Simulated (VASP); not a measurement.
# GaN (P6_3mc) in VASP: settings compared

GaN is run at these levels: PBE, LDA; tasks: single point.

Everything below comes from runs of VASP 6.6.1. Logs are shortened: lines on timing, memory, paths and dates and some standing lists are left out, and cuts for length are marked.

**1. The cell of the first run**

Symmetry: P6_3mc, No. 186, hexagonal system. The conventional cell has a = 3.180 Å, b = 3.180 Å, c = 5.166 Å, α = 90.00°, β = 90.00°, γ = 120.00°. Ga (site symmetry 3m) has 4 N at 1.94 to 1.95 Å within 2.6 Å. N (site symmetry 3m) has 4 Ga at 1.94 to 1.95 Å within 2.6 Å.

**2. Single point, PBE**

The input, INCAR:

```
SYSTEM = GaN
PREC = Accurate
ENCUT = 520
EDIFF = 1E-6
ISMEAR = -1
SIGMA = 0.05
LREAL = .False.
LASPH = .True.
NELM = 100
ALGO = Normal
ISIF = 2
LWAVE = .False.
LCHARG = .False.
GGA = PE
NBANDS = 26
```

The input, KPOINTS:

```
regular mesh
0
Gamma
  17 17 9
  0 0 0
```

The input, POSCAR:

```
GaN
1.0
    3.1800000000      0.0000000000      0.0000000000
   -1.5900000000      2.7539607840      0.0000000000
    0.0000000000      0.0000000000      5.1660000000
Ga N
2 2
Direct
    0.6666666667      0.3333333333      0.5000000000
    0.3333333333      0.6666666667      0.0000000000
    0.6666666667      0.3333333333      0.8750000000
    0.3333333333      0.6666666667      0.3750000000
```

Potentials or basis: VASP PAW PBE potentials, release 64 (Ga_d, N).

On the command line:

```console
$ cat potpaw_PBE.64/Ga_d/POTCAR potpaw_PBE.64/N/POTCAR > POTCAR
$ mpirun -np 1 vasp_std > vasp.out
```

OUTCAR:

```text
SYSTEM = GaN
   PREC = Accurate
   ENCUT = 520
   EDIFF = 1E-6
   ISMEAR = -1
   LREAL = .False.
   LASPH = .True.
   NELM = 100
   ISIF = 2
   GGA = PE

 ion  position               nearest neighbor table
   1  0.667  0.333  0.500-   3 1.94   4 1.95   4 1.95   4 1.95
   2  0.333  0.667  0.000-   4 1.94   3 1.95   3 1.95   3 1.95
   3  0.667  0.333  0.875-   1 1.94   2 1.95   2 1.95   2 1.95
   4  0.333  0.667  0.375-   2 1.94   1 1.95   1 1.95   1 1.95

  LATTYP: Found a hexagonal cell.
 ALAT       =     3.1800000000
 C/A-ratio  =     1.6245283019

  Lattice vectors:

 A1 = (   3.1800000000,   0.0000000000,   0.0000000000)
 A2 = (  -1.5900000000,   2.7539607840,   0.0000000000)
 A3 = (   0.0000000000,   0.0000000000,   5.1660000000)

Analysis of symmetry for initial positions (statically):
=====================================================================
 Subroutine PRICEL returns:
 Original cell was already a primitive cell.

 Routine SETGRP: Setting up the symmetry group for a
 hexagonal supercell.

 Subroutine GETGRP returns: Found 12 space group operations
 (whereof  6 operations were pure point group operations)
 out of a pool of 24 trial point group operations.

The static configuration has the point symmetry C_3v.
 The point group associated with its full space group is C_6v.

Analysis of symmetry for dynamics (positions and initial velocities):
=====================================================================
 Subroutine PRICEL returns:
 Original cell was already a primitive cell.

 Routine SETGRP: Setting up the symmetry group for a
 hexagonal supercell.

 Subroutine GETGRP returns: Found 12 space group operations
 (whereof  6 operations were pure point group operations)
 out of a pool of 24 trial point group operations.

The dynamic configuration has the point symmetry C_3v.
 The point group associated with its full space group is C_6v.

 Subroutine INISYM returns: Found 12 space group operations
 (whereof  6 operations are pure point group operations),
 and found     1 'primitive' translations

----------------------------------------------------------------------------------------

                                     Primitive cell

  volume of cell :      45.2417

  direct lattice vectors                    reciprocal lattice vectors
     3.180000000  0.000000000  0.000000000     0.314465409  0.181556688  0.000000000
    -1.590000000  2.753960784  0.000000000     0.000000000  0.363113377  0.000000000
     0.000000000  0.000000000  5.166000000     0.000000000  0.000000000  0.193573364

  length of vectors
     3.180000000  3.180000000  5.166000000     0.363113377  0.363113377  0.193573364

  position of ions in fractional coordinates (direct lattice)
     0.666666667  0.333333333  0.500000000
     0.333333333  0.666666667  0.000000000
     0.666666667  0.333333333  0.875000000
     0.333333333  0.666666667  0.375000000

  ion indices of the primitive-cell ions
   primitive index   ion index
                 1           1
                 2           2
                 3           3
                 4           4

----------------------------------------------------------------------------------------

 KPOINTS: regular mesh

Automatic generation of k-mesh.
 Grid dimensions read from file:
 generate k-points for:   17   17    9

 Generating k-lattice:

  Cartesian coordinates                     Fractional coordinates (reciprocal lattice)
     0.018497965  0.010679805  0.000000000     0.058823529  0.000000000  0.000000000
     0.000000000  0.021359610  0.000000000     0.000000000  0.058823529  0.000000000
     0.000000000  0.000000000  0.021508152     0.000000000  0.000000000  0.111111111

  Length of vectors
     0.021359610  0.021359610  0.021508152

  Shift w.r.t. Gamma in fractional coordinates (k-lattice)
     0.000000000  0.000000000  0.000000000

 Subroutine IBZKPT returns following result:
 ===========================================

 Found    165 irreducible k-points:

 Following reciprocal coordinates:
            Coordinates               Weight
  0.000000  0.000000  0.000000      1.000000
  0.058824  0.000000  0.000000      6.000000
  0.117647 -0.000000  0.000000      6.000000
  0.176471  0.000000  0.000000      6.000000
  0.235294 -0.000000  0.000000      6.000000
  0.294118  0.000000  0.000000      6.000000
[... 16 lines left out ...]
  0.411765  0.117647  0.000000     12.000000
  0.176471  0.176471  0.000000      6.000000
 [... further k-points ...]
   k-points           NKPTS =    165   k-points in BZ     NKDIM =    165   number of bands    NBANDS=     26
   number of dos      NEDOS =    301   number of ions     NIONS =      4
   total plane-waves  NPLWV =  23040
   dimension x,y,z NGX =    24 NGY =   24 NGZ =   40
   dimension x,y,z NGXF=    48 NGYF=   48 NGZF=   80
   ions per type =               2   2
   NGX,Y,Z   is equivalent  to a cutoff of  12.55, 12.55, 12.87 a.u.
   NGXF,Y,Z  is equivalent  to a cutoff of  25.09, 25.09, 25.74 a.u.
 SYSTEM =  GaN
   PREC   = accura    normal or accurate (medium, high low for compatibility)
   ISTART =      0    job   : 0-new  1-cont  2-samecut
   ICHARG =      2    charge: 1-file 2-atom 10-const
   ISPIN  =      1    spin polarized calculation?
   LNONCOLLINEAR =      F non collinear calculations
   LSORBIT =      F    spin-orbit coupling
   LASPH  =      T    aspherical Exc in radial PAW
   ENCUT  =  520.0 eV  38.22 Ry    6.18 a.u.   5.91  5.91  9.61*2*pi/ulx,y,z
   NELM   =    100;   NELMIN=  2; NELMDL= -5     # of ELM steps
   EDIFF  = 0.1E-05   stopping-criterion for ELM
   LREAL  =      F    real-space projection
   EDIFFG = 0.1E-04   stopping-criterion for IOM
   NSW    =      0    number of steps for IOM
   IBRION =     -1    ionic relax: 0-MD 1-quasi-New 2-CG
   NFREE  =      0    steps in history (QN), initial steepest desc. (CG)
   ISIF   =      2    stress and relaxation
   ISYM   =      2    0-nonsym 1-usesym 2-fastsym
   POTIM  = 0.5000    time-step for ionic-motion
   TEBEG  =    0.0;   TEEND  =   0.0 temperature during run
   PSTRESS=    0.0 pullay stress
   NELECT =      36.0000    total number of electrons
   NUPDOWN=      -1.0000    fix difference up-down
   EMIN   =  10.00;   EMAX   =-10.00  energy-range for DOS
   EFERMI =   0.00;   METHOD = LEGACY
   ISMEAR =    -1;   SIGMA  =   0.05  broadening in eV -4-tet -1-fermi 0-gaus
   EFERMI_NEDOS =   21; number of points for ismear=-14 and -15
   IALGO  =     38    algorithm
   IMIX   =      4    mixing-type and parameters
     AMIX     =   0.40;   BMIX     =  1.00
     AMIX_MAG =   1.60;   BMIX_MAG =  1.00
  volume/ion in A,a.u.               =      11.31        76.33
  Fermi-wavevector in a.u.,A,eV,Ry     =   1.517036  2.866782 31.312427  2.301398
  Thomas-Fermi vector in A             =   2.626345
   LORBIT       =      0    0 simple, 1 ext, 2 COOP (PROOUT), +10 PAW based schemes
   GGA     = PE    functional components
   LHFCALC =     F    Hartree Fock is set to
   AEXX    =    0.0000 exact exchange contribution
   IVDW    =     0    specifies the selected vdW correction
   LEPSILON=     F    determine dielectric tensor
   LRPA    =     F    only Hartree local field effects (RPA)
 non-spin polarized calculation
  energy-cutoff  :      520.00
  volume of cell :       45.24
 maximum number of plane-waves:      1233
 NGX is ok and might be reduce to    24
   NGX = 11   NGY = 11   NGZ = 19

 number of electron      36.0000002 magnetization

 Free energy of the ion-electron system (eV)
  ---------------------------------------------------
  ext. energy  EPLUGINS =         0.00000000
  ---------------------------------------------------
  free energy    TOTEN  =       -24.28513038 eV

  energy without entropy =      -24.28513038  energy(sigma->0) =      -24.28513038

 E-fermi :   6.3779     XC(G=0): -11.7222

 val. band max:        5.4320710186   @ k =   0.0000   0.0000   0.0000
 cond. band min:       7.4048615108   @ k =   0.0000   0.0000   0.0000
 fundamental gap:      1.9727904922
 Fermi energy:         6.3778544526

 k-point     1 :       0.0000    0.0000    0.0000
  band No.  band energies     occupation
      1     -10.6380      2.00000
      2      -9.6780      2.00000
      3      -8.0239      2.00000
      4      -8.0026      2.00000
      5      -8.0026      2.00000
      6      -7.9380      2.00000
[... 18 lines left out ...]
     25      17.2022      0.00000
     26      17.2022      0.00000

 k-point     2 :       0.0588    0.0000    0.0000
  band No.  band energies     occupation
      1     -10.6030      2.00000
      2      -9.6688      2.00000
      3      -8.0200      2.00000
      4      -7.9974      2.00000
      5      -7.9923      2.00000
      6      -7.9344      2.00000
[... 18 lines left out ...]
     25      17.0032      0.00000
     26      17.2814      0.00000

 k-point     3 :       0.1176   -0.0000    0.0000
  band No.  band energies     occupation
      1     -10.5025      2.00000
      2      -9.6440      2.00000
      3      -8.0065      2.00000
      4      -7.9833      2.00000
      5      -7.9626      2.00000
      6      -7.9212      2.00000
[... 18 lines left out ...]
     25      16.7757      0.00000
     26      17.4889      0.00000

 k-point     4 :       0.1765    0.0000    0.0000
  band No.  band energies     occupation
      1     -10.3506      2.00000
      2      -9.6101      2.00000
      3      -7.9867      2.00000
      4      -7.9646      2.00000
      5      -7.9202      2.00000
      6      -7.8803      2.00000
[... 18 lines left out ...]
     25      16.9482      0.00000
     26      17.7611      0.00000
[... 496 lines left out ...]
      1      -9.7210      2.00000
      2      -9.5142      2.00000
      3      -7.9642      2.00000
      4      -7.9160      2.00000
      5      -7.8159      2.00000
      6      -7.7864      2.00000
[... 18 lines left out ...]
     25      17.3897      0.00000
     26      18.9871      0.00000

 k-point    23 :       0.4118    0.1176    0.0000
  band No.  band energies     occupation
      1      -9.6757      2.00000
      2      -9.5116      2.00000
      3      -7.9680      2.00000
      4      -7.9144      2.00000
      5      -7.8107      2.00000
      6      -7.7853      2.00000
[... 18 lines left out ...]
     25      17.9538      0.00000
     26      18.9654      0.00000

 k-point    24 :       0.1765    0.1765    0.0000
  band No.  band energies     occupation
      1      -9.9566      2.00000
      2      -9.5411      2.00000
      3      -7.9585      2.00000
      4      -7.9245      2.00000
      5      -7.8550      2.00000
      6      -7.8296      2.00000
[... 18 lines left out ...]
     25      16.4854      0.00000
     26      18.9815      0.00000

 [... further k-points ...]

------------------------ aborting loop because EDIFF is reached ----------------------------------------

  FORCE on cell =-STRESS in cart. coord.  units (eV):
  Direction    XX          YY          ZZ          XY          YZ          ZX
  --------------------------------------------------------------------------------------
  -------------------------------------------------------------------------------------
  Total        1.8768608      1.8768608      2.4907188      0.0000000     -0.0000000      0.0000000
  in kB       66.4665859     66.4665859     88.2055700      0.0000000     -0.0000000      0.0000000
  external PRESSURE =      73.7129140 kB  Pullay stress =       0.0000000 kB

 VOLUME and BASIS-vectors are now :
 -----------------------------------------------------------------------------
  energy-cutoff  :      520.00
  volume of cell :       45.24
      direct lattice vectors                 reciprocal lattice vectors
     3.180000000  0.000000000  0.000000000     0.314465409  0.181556688  0.000000000
    -1.590000000  2.753960784  0.000000000     0.000000000  0.363113377  0.000000000
     0.000000000  0.000000000  5.166000000     0.000000000  0.000000000  0.193573364

 POSITION                                       TOTAL-FORCE (eV/Angst)
 -----------------------------------------------------------------------------------
      1.59000      0.91799      2.58300        -0.000000      0.000000     -0.134667
     -0.00000      1.83597      0.00000        -0.000000     -0.000000     -0.134667
      1.59000      0.91799      4.52025         0.000000      0.000000      0.134667
     -0.00000      1.83597      1.93725         0.000000     -0.000000      0.134667
 -----------------------------------------------------------------------------------
    total drift:                               -0.000001     -0.000001     -0.000270

  FREE ENERGIE OF THE ION-ELECTRON SYSTEM (eV)
  ---------------------------------------------------
  free  energy   TOTEN  =       -24.2851303841 eV

  energy  without entropy=      -24.2851303840  energy(sigma->0) =      -24.28513038
```

Run time: 1.8 min. Hardware: 1 thread of Intel Xeon 6975P-C, shared host; peak memory 0.28 GiB.

What came out:

```
Free energy            : -24.2851 eV
Pressure               : 7.4 GPa
Largest force          : 0.135 eV/Å
Band gap on the k mesh : 1.97 eV, direct
```

Forces in eV/Å, atoms in the order of the input:
```
Ga   0.000  0.000 -0.135
Ga   0.000  0.000 -0.135
N    0.000  0.000  0.135
N    0.000  0.000  0.135
```

[end of part 1 of 2]
